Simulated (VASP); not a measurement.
A run of VASP 6.6.1:

The input INCAR:

```
SYSTEM = ZnSe
PREC = Accurate
ENCUT = 520
EDIFF = 1E-8
ISMEAR = 0
SIGMA = 0.01
LREAL = .False.
LASPH = .True.
NELM = 100
ALGO = Normal
ISIF = 2
LWAVE = .False.
LCHARG = .True.
GGA = PE
IBRION = 8
NSW = 1
LEPSILON = .True.
```

The input KPOINTS:

```
Automatic mesh
0
Gamma
  10 10 10
  0 0 0
```

The input POSCAR:

```
ZnSe
1.0
    0.0000000000      2.5657892429      2.5657892429
    2.5657892429      0.0000000000      2.5657892429
    2.5657892429      2.5657892429      0.0000000000
Zn Se
1 1
Direct
    0.0000000000      0.0000000000      0.0000000000
    0.7500000000      0.7500000000      0.7500000000
```

Potentials or basis: VASP PAW PBE potentials, release 64 (Zn, Se).

The run is started by

```console
$ cat potpaw_PBE.64/Zn/POTCAR potpaw_PBE.64/Se/POTCAR > POTCAR
$ mpirun -np 1 vasp_std > vasp.out
```

Hardware: 1 thread of AMD EPYC 7R13 (shared host).

Question: Estimate the wall time of this run.

Answer: Run time: 26 min on 1 thread of AMD EPYC 7R13 (shared host), peak memory 0.31 GiB. Counts: scf iterations 158, k points 47.
